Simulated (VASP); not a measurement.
Wanted: the native input for a VASP 6.6.1 run.

```
Task                   : single point
Functional             : PBEsol
Potentials or basis    : VASP PAW PBE potentials, release 64 (O_h, C_h, H_h)
Cutoff                 : 1000 eV
k mesh                 : 1 × 1 × 1
Occupations            : fermi-dirac, width 0.02 eV
Spin                   : no spin polarisation
Dipole correction      : no
Further INCAR settings : LREAL = Auto; ALGO = Normal; EDIFF = 1e-06; NBANDS = 58
```

The structure of H2C2O3 lies in POSCAR:

```
H2C2O3
1.0
    7.1334920000      0.0000000000      0.0000000000
    0.0000000000      7.1334920000      0.0000000000
    0.0000000000      0.0000000000      7.1334920000
O C H
9 6 6
Direct
    0.7647586904      0.0388869855      0.7482870942
    0.7814545807      0.2489103513      0.9717120311
    0.6850782198      0.6442426795      0.1268943738
    0.6701486453      0.9599646288      0.2240417456
    0.0617789997      0.5437449148      0.0884419580
    0.2707930422      0.3815522608     -0.0946941554
    0.0126165418      0.4557235082      0.5246799183
    1.1924594574      0.9342409019      0.2074019288
    0.5406047978      0.2140746776      0.4382846438
    0.8420279998      0.1747391039      0.8253881830
    0.6415090954      0.7877768700      0.2547840525
    0.2316397075      0.5100307115     -0.0022990143
   -0.0341347548      0.5221285732      0.6594105664
    1.1731841852      0.8330281999      0.3319271964
    0.5638472714      0.3793513752      0.4743539349
    0.6787138753      0.0026354554      0.8385514416
    0.9696373109      0.2194296987      0.7737865270
    0.8035054921      0.6702748107      0.0675125170
    0.6166545081      0.7393293495      0.3965238904
   -0.0186865002      0.4629289554     -0.0043456977
    0.3410531616      0.6118181670      0.0356627582
```

One way to write it, as run:

INCAR

```
  PREC = Accurate
  ENCUT = 1000
  EDIFF = 1E-6
  ISMEAR = -1
  SIGMA = 0.02
  LREAL = Auto
  LASPH = True
  NELM = 120
  ALGO = Normal
  ISIF = 2
  LWAVE = False
  LCHARG = False
  GGA = PS
  NBANDS = 58
  GGA_COMPAT = False
```

KPOINTS

```
Automatic mesh
0
Gamma
  1 1 1
```

Potentials or basis: VASP PAW PBE potentials, release 64 (O_h, C_h, H_h).

Launch:

```console
$ cat potpaw_PBE.64/O_h/POTCAR potpaw_PBE.64/C_h/POTCAR potpaw_PBE.64/H_h/POTCAR > POTCAR
$ mpirun -np 1 vasp_gam > vasp.out
```

It gave:

```json
{
  "Pressure": "0.1 GPa",
  "Largest force": "7.658 eV/Å"
}
```

Caveat: the k points lie up to 0.88 Å⁻¹ apart, too coarse for converged energies, forces and pressures; the PAW data sets were made with another functional, which shifts forces and pressure a little.

It took 2.4 min on 1 thread of Intel(R) Xeon(R) Platinum 8259CL CPU @ 2.50GHz (Skylake/Cascade Lake), on a shared host, peak memory 0.96 GiB.
